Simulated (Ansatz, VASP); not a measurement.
One calculation of KZnF3, two programs

```
K Zn F
1.0
     4.16414    0.00000    0.00000
     0.00000    4.16414    0.00000
     0.00000    0.00000    3.83101
K Zn F
1 1 3
Direct
  0.00000 0.00000 0.00000
  0.50000 0.50000 0.50000
  0.50000 0.50000 0.00000
  0.00000 0.50000 0.50000
  0.50000 0.00000 0.50000
```

Alike in both runs: task single point; functional PBE; k mesh 6 × 6 × 6; occupations gaussian, width 0.05 eV; no spin polarisation.

|  | VASP | Ansatz |
| --- | --- | --- |
| version | VASP 6.6.1 | Ansatz 0.2.0 |
| potentials or method | VASP PAW PBE potentials, release 64 (K_sv, Zn, F), cutoff 520 eV | scalar-relativistic, plane waves, PAW |
| valence electrons in the cell | 42 | 42 |

```csv
,VASP,Ansatz,Ansatz less VASP
gap on the k mesh at the Fermi level (eV),3.59,3.66,+0.070
least direct gap on the mesh (eV),5.61,5.65,+0.039
pressure (GPa),5.8,5.4,-0.40
"traceless stress, the component that is largest in VASP (GPa)",6.08,5.73,-0.354
```
